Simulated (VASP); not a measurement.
# LiMgBN2 (I-4m2) in VASP: further runs

The runs below take LiMgBN2 through single point, with PBEsol.

Everything below comes from runs of VASP 6.6.1. Logs are shortened: lines on timing, memory, paths and dates and some standing lists are left out, and cuts for length are marked.

## 1. The cell of the first run

Symmetry: I-4m2, No. 119, tetragonal system. Conventional cell: a = 3.593 Å, b = 3.593 Å, c = 8.414 Å, α = 90.00°, β = 90.00°, γ = 90.00°. Within 2.6 Å of Li (site symmetry -4m2) lie 4 N at 1.92 Å and 4 Mg at 2.54 Å. Within 2.6 Å of Mg (site symmetry -4m2) lie 4 N at 1.92 Å and 4 Li at 2.54 Å. Within 1.9 Å of B (site symmetry -4m2) lie 2 N at 1.43 Å. Within 2.0 Å of N (site symmetry 2mm) lie 1 B at 1.43 Å and 2 Li at 1.92 Å and 2 Mg at 1.92 Å.

## 2. Single point, PBEsol (atoms shifted along a free coordinate)

Input file INCAR:

```
ALGO     = Normal         # electronic algorithm
EDIFF    = 1E-6           # SCF threshold, eV
ENCUT    = 520            # plane-wave cutoff, eV
GGA      = PS             # functional
ISIF     = 2              # what is computed and relaxed
ISMEAR   = 0              # smearing method
LASPH    = T              # aspherical terms in the spheres
LCHARG   = F              # write CHGCAR
LREAL    = F              # projectors in reciprocal space
LWAVE    = F              # write WAVECAR
NBANDS   = 17             # bands
NELM     = 60             # most SCF steps
PREC     = Accurate       # precision mode
SIGMA    = 0.05           # smearing width, eV
```

Input file KPOINTS:

```
k-points
0
Gamma
  8 8 8
```

Input file POSCAR:

```
LiMgBN2
1.0
   -1.7966643998      1.7966643998      4.2069354163
    1.7966643998     -1.7966643998      4.2069354163
    1.7966643998      1.7966643998     -4.2069354163
Li Mg B N
1 1 1 2
Direct
    0.2500000000      0.7500000000      0.5000000000
    0.7500000000      0.2500000000      0.5000000000
    0.5000000000      0.5000000000      0.0000000000
    0.6699362387      0.6699362387      0.0000000000
    0.3300637613      0.3300637613      0.0000000000
```

Potentials or basis: VASP PAW PBE potentials, release 64 (Li_sv, Mg, B, N).

Command:

```sh
$ cat potpaw_PBE.64/Li_sv/POTCAR potpaw_PBE.64/Mg/POTCAR potpaw_PBE.64/B/POTCAR potpaw_PBE.64/N/POTCAR > POTCAR
$ mpirun -np 1 vasp_std > vasp.out
```

OUTCAR:

```text
EDIFF = 1E-6
   ENCUT = 520
   GGA = PS
   ISIF = 2
   ISMEAR = 0
   LASPH = T
   LREAL = F
   NELM = 60
   PREC = Accurate

 ion  position               nearest neighbor table
   1  0.250  0.750  0.500-   5 1.92   4 1.92   5 1.92   4 1.92   2 2.54   2 2.54   2 2.54   2 2.54

   2  0.750  0.250  0.500-   5 1.92   4 1.92   5 1.92   4 1.92   1 2.54   1 2.54   1 2.54   1 2.54
                             3 2.77   3 2.77   3 2.77   3 2.77
   3  0.500  0.500  0.000-   4 1.43   5 1.43   2 2.77   2 2.77   2 2.77   2 2.77
   4  0.670  0.670  0.000-   3 1.43   2 1.92   1 1.92   1 1.92   2 1.92
   5  0.330  0.330  0.000-   3 1.43   1 1.92   2 1.92   2 1.92   1 1.92

  LATTYP: Found a body centered tetragonal cell.
 ALAT       =     3.5933287996
 C/A-ratio  =     2.3415254495

  Lattice vectors:

 A1 = (  -1.7966643998,   1.7966643998,   4.2069354163)
 A2 = (   1.7966643998,  -1.7966643998,   4.2069354163)
 A3 = (   1.7966643998,   1.7966643998,  -4.2069354163)

Analysis of symmetry for initial positions (statically):
=====================================================================
 Subroutine PRICEL returns:
 Original cell was already a primitive cell.

 Routine SETGRP: Setting up the symmetry group for a
 body centered tetragonal supercell.

 Subroutine GETGRP returns: Found  8 space group operations
 (whereof  8 operations were pure point group operations)
 out of a pool of 16 trial point group operations.

The static configuration has the point symmetry D_2d.

Analysis of symmetry for dynamics (positions and initial velocities):
=====================================================================
 Subroutine PRICEL returns:
 Original cell was already a primitive cell.

 Routine SETGRP: Setting up the symmetry group for a
 body centered tetragonal supercell.

 Subroutine GETGRP returns: Found  8 space group operations
 (whereof  8 operations were pure point group operations)
 out of a pool of 16 trial point group operations.

The dynamic configuration has the point symmetry D_2d.

 Subroutine INISYM returns: Found  8 space group operations
 (whereof  8 operations are pure point group operations),
 and found     1 'primitive' translations

----------------------------------------------------------------------------------------

                                     Primitive cell

  volume of cell :      54.3200

  direct lattice vectors                    reciprocal lattice vectors
    -1.796664400  1.796664400  4.206935416     0.000000000  0.278293487  0.118851361
     1.796664400 -1.796664400  4.206935416     0.278293487  0.000000000  0.118851361
     1.796664400  1.796664400 -4.206935416     0.278293487  0.278293487  0.000000000

  length of vectors
     4.914703605  4.914703605  4.914703605     0.302610163  0.302610163  0.393566423

  position of ions in fractional coordinates (direct lattice)
     0.250000000  0.750000000  0.500000000
     0.750000000  0.250000000  0.500000000
     0.500000000  0.500000000  0.000000000
     0.669936239  0.669936239  0.000000000
     0.330063761  0.330063761  0.000000000

  ion indices of the primitive-cell ions
   primitive index   ion index
                 1           1
                 2           2
                 3           3
                 4           4
                 5           5

----------------------------------------------------------------------------------------

 KPOINTS: k-points

Automatic generation of k-mesh.
 Grid dimensions read from file:
 generate k-points for:    8    8    8

 Generating k-lattice:

  Cartesian coordinates                     Fractional coordinates (reciprocal lattice)
     0.000000000  0.034786686  0.014856420     0.125000000  0.000000000  0.000000000
     0.034786686  0.000000000  0.014856420     0.000000000  0.125000000  0.000000000
     0.034786686  0.034786686  0.000000000     0.000000000  0.000000000  0.125000000

  Length of vectors
     0.037826270  0.037826270  0.049195803

  Shift w.r.t. Gamma in fractional coordinates (k-lattice)
     0.000000000  0.000000000  0.000000000

 Subroutine IBZKPT returns following result:
 ===========================================

 Found     59 irreducible k-points:

 Following reciprocal coordinates:
            Coordinates               Weight
  0.000000  0.000000  0.000000      1.000000
  0.125000  0.000000 -0.000000      8.000000
  0.250000  0.000000 -0.000000      8.000000
  0.375000  0.000000  0.000000      8.000000
  0.500000  0.000000 -0.000000      4.000000
  0.125000  0.125000 -0.000000      8.000000
[... 16 lines left out ...]
  0.250000  0.125000  0.125000     16.000000
  0.375000  0.125000  0.125000      8.000000
 [... further k-points ...]
   k-points           NKPTS =     59   k-points in BZ     NKDIM =     59   number of bands    NBANDS=     17
   number of dos      NEDOS =    301   number of ions     NIONS =      5
   total plane-waves  NPLWV =  64000
   dimension x,y,z NGX =    40 NGY =   40 NGZ =   40
   dimension x,y,z NGXF=    80 NGYF=   80 NGZF=   80
   ions per type =               1   1   1   2
   NGX,Y,Z   is equivalent  to a cutoff of  13.53, 13.53, 13.53 a.u.
   NGXF,Y,Z  is equivalent  to a cutoff of  27.06, 27.06, 27.06 a.u.
 SYSTEM =  unknown system
   PREC   = accura    normal or accurate (medium, high low for compatibility)
   ISTART =      0    job   : 0-new  1-cont  2-samecut
   ICHARG =      2    charge: 1-file 2-atom 10-const
   ISPIN  =      1    spin polarized calculation?
   LNONCOLLINEAR =      F non collinear calculations
   LSORBIT =      F    spin-orbit coupling
   LASPH  =      T    aspherical Exc in radial PAW
   ENCUT  =  520.0 eV  38.22 Ry    6.18 a.u.   9.14  9.14  9.14*2*pi/ulx,y,z
   NELM   =     60;   NELMIN=  2; NELMDL= -5     # of ELM steps
   EDIFF  = 0.1E-05   stopping-criterion for ELM
   LREAL  =      F    real-space projection
   EDIFFG = 0.1E-04   stopping-criterion for IOM
   NSW    =      0    number of steps for IOM
   IBRION =     -1    ionic relax: 0-MD 1-quasi-New 2-CG
   NFREE  =      0    steps in history (QN), initial steepest desc. (CG)
   ISIF   =      2    stress and relaxation
   ISYM   =      2    0-nonsym 1-usesym 2-fastsym
   POTIM  = 0.5000    time-step for ionic-motion
   TEBEG  =    0.0;   TEEND  =   0.0 temperature during run
   PSTRESS=    0.0 pullay stress
   NELECT =      18.0000    total number of electrons
   NUPDOWN=      -1.0000    fix difference up-down
   EMIN   =  10.00;   EMAX   =-10.00  energy-range for DOS
   EFERMI =   0.00;   METHOD = LEGACY
   ISMEAR =     0;   SIGMA  =   0.05  broadening in eV -4-tet -1-fermi 0-gaus
   EFERMI_NEDOS =   21; number of points for ismear=-14 and -15
   IALGO  =     38    algorithm
   IMIX   =      4    mixing-type and parameters
     AMIX     =   0.40;   BMIX     =  1.00
     AMIX_MAG =   1.60;   BMIX_MAG =  1.00
  volume/ion in A,a.u.               =      10.86        73.31
  Fermi-wavevector in a.u.,A,eV,Ry     =   1.132867  2.140809 17.461561  1.283389
  Thomas-Fermi vector in A             =   2.269569
   LORBIT       =      0    0 simple, 1 ext, 2 COOP (PROOUT), +10 PAW based schemes
   GGA     = PS    functional components
   LHFCALC =     F    Hartree Fock is set to
   AEXX    =    0.0000 exact exchange contribution
   IVDW    =     0    specifies the selected vdW correction
   LEPSILON=     F    determine dielectric tensor
   LRPA    =     F    only Hartree local field effects (RPA)
 non-spin polarized calculation
 Gauss-broadening in eV      SIGMA  =   0.05
  energy-cutoff  :      520.00
  volume of cell :       54.32
 maximum number of plane-waves:      1488
 NGX is ok and might be reduce to    40
   NGX = 19   NGY = 19   NGZ = 19

 number of electron      18.0000001 magnetization

 Free energy of the ion-electron system (eV)
  ---------------------------------------------------
  ext. energy  EPLUGINS =         0.00000000
  ---------------------------------------------------
  free energy    TOTEN  =       -31.51009696 eV

  energy without entropy =      -31.51009696  energy(sigma->0) =      -31.51009696

 E-fermi :   2.0999     XC(G=0):  -9.5266

 val. band max:        1.8735588090   @ k =   0.5000   0.5000   0.5000
 cond. band min:       4.3038227941   @ k =   0.0000   0.0000   0.0000
 fundamental gap:      2.4302639850
 Fermi energy:         2.0998945229

 k-point     1 :       0.0000    0.0000    0.0000
  band No.  band energies     occupation
      1     -40.3747      2.00000
      2     -12.7984      2.00000
      3     -11.3148      2.00000
      4      -3.2356      2.00000
      5      -0.9189      2.00000
      6      -0.3109      2.00000
[... 9 lines left out ...]
     16      15.3391      0.00000
     17      16.1770      0.00000

 k-point     2 :       0.1250    0.0000   -0.0000
  band No.  band energies     occupation
      1     -40.3743      2.00000
      2     -12.7360      2.00000
      3     -11.3527      2.00000
      4      -3.1996      2.00000
      5      -1.3171      2.00000
      6      -0.3895      2.00000
[... 9 lines left out ...]
     16      15.0559      0.00000
     17      15.1149      0.00000

 k-point     3 :       0.2500    0.0000   -0.0000
  band No.  band energies     occupation
      1     -40.3733      2.00000
      2     -12.5676      2.00000
      3     -11.4586      2.00000
      4      -3.1488      2.00000
      5      -1.9964      2.00000
      6      -0.5902      2.00000
[... 9 lines left out ...]
     16      13.9353      0.00000
     17      14.4813      0.00000

 k-point     4 :       0.3750    0.0000    0.0000
  band No.  band energies     occupation
      1     -40.3722      2.00000
      2     -12.3531      2.00000
      3     -11.6056      2.00000
      4      -3.1816      2.00000
      5      -2.5223      2.00000
      6      -0.6258      2.00000
[... 9 lines left out ...]
     16      13.0788      0.00000
     17      14.6029      0.00000
[... 343 lines left out ...]
      1     -40.3719      2.00000
      2     -12.4079      2.00000
      3     -11.5032      2.00000
      4      -3.0441      2.00000
      5      -2.0406      2.00000
      6      -1.1606      2.00000
[... 9 lines left out ...]
     16      13.6777      0.00000
     17      14.7125      0.00000

 k-point    23 :       0.2500    0.1250    0.1250
  band No.  band energies     occupation
      1     -40.3710      2.00000
      2     -12.2301      2.00000
      3     -11.6017      2.00000
      4      -2.9739      2.00000
      5      -2.3946      2.00000
      6      -1.3495      2.00000
[... 9 lines left out ...]
     16      13.6839      0.00000
     17      14.6726      0.00000

 k-point    24 :       0.3750    0.1250    0.1250
  band No.  band energies     occupation
      1     -40.3706      2.00000
      2     -12.1353      2.00000
      3     -11.6623      2.00000
      4      -2.9759      2.00000
      5      -2.5364      2.00000
      6      -1.3818      2.00000
[... 9 lines left out ...]
     16      13.9754      0.00000
     17      14.5660      0.00000

 [... further k-points ...]
[... 5 lines left out ...]
  --------------------------------------------------------------------------------------
  -------------------------------------------------------------------------------------
  Total        8.6645361      8.6645361     -6.8150671      0.0000000      0.0000000      0.0000000
  in kB      255.5619174    255.5619174   -201.0115245      0.0000000      0.0000000      0.0000000
  external PRESSURE =     103.3707701 kB  Pullay stress =       0.0000000 kB

 VOLUME and BASIS-vectors are now :
 -----------------------------------------------------------------------------
  energy-cutoff  :      520.00
  volume of cell :       54.32
      direct lattice vectors                 reciprocal lattice vectors
    -1.796664400  1.796664400  4.206935416     0.000000000  0.278293487  0.118851361
     1.796664400 -1.796664400  4.206935416     0.278293487  0.000000000  0.118851361
     1.796664400  1.796664400 -4.206935416     0.278293487  0.278293487  0.000000000

 POSITION                                       TOTAL-FORCE (eV/Angst)
 -----------------------------------------------------------------------------------
      1.79666      0.00000      2.10347        -0.000000     -0.000000     -0.000000
      0.00000      1.79666      2.10347        -0.000000     -0.000000     -0.000000
      0.00000      0.00000      4.20694        -0.000000     -0.000000      0.000000
      0.00000      0.00000      5.63676        -0.000000     -0.000000     -5.875223
      0.00000      0.00000      2.77711         0.000000      0.000000      5.875223
 -----------------------------------------------------------------------------------
    total drift:                               -0.000000      0.000000     -0.000000

  FREE ENERGIE OF THE ION-ELECTRON SYSTEM (eV)
  ---------------------------------------------------
  free  energy   TOTEN  =       -31.5100969623 eV

  energy  without entropy=      -31.5100969623  energy(sigma->0) =      -31.51009696
```

Wall time 1.9 min (1 thread of Intel Xeon 8259CL, shared host); peak memory 0.27 GiB.

What came out:

```
Free energy            : -31.5101 eV
Largest force          : 5.875 eV/Å
Band gap on the k mesh : 2.43 eV (least direct gap 3.88 eV)
```

Forces in eV/Å, atoms in the order of the input:
```
Li   0.000  0.000  0.000
Mg   0.000  0.000  0.000
B    0.000  0.000  0.000
N    0.000  0.000 -5.875
N    0.000  0.000  5.875
```

Caveat: the cell differs from its parent crystal (atoms shifted along a free coordinate); the cutoff is under 1.25 times the usual one of these potentials, so pressure, stress and relaxed cells hold a basis-set (Pulay) error; the PAW data sets were made with another functional, which shifts forces and pressure a little.

[end of part 1 of 2]
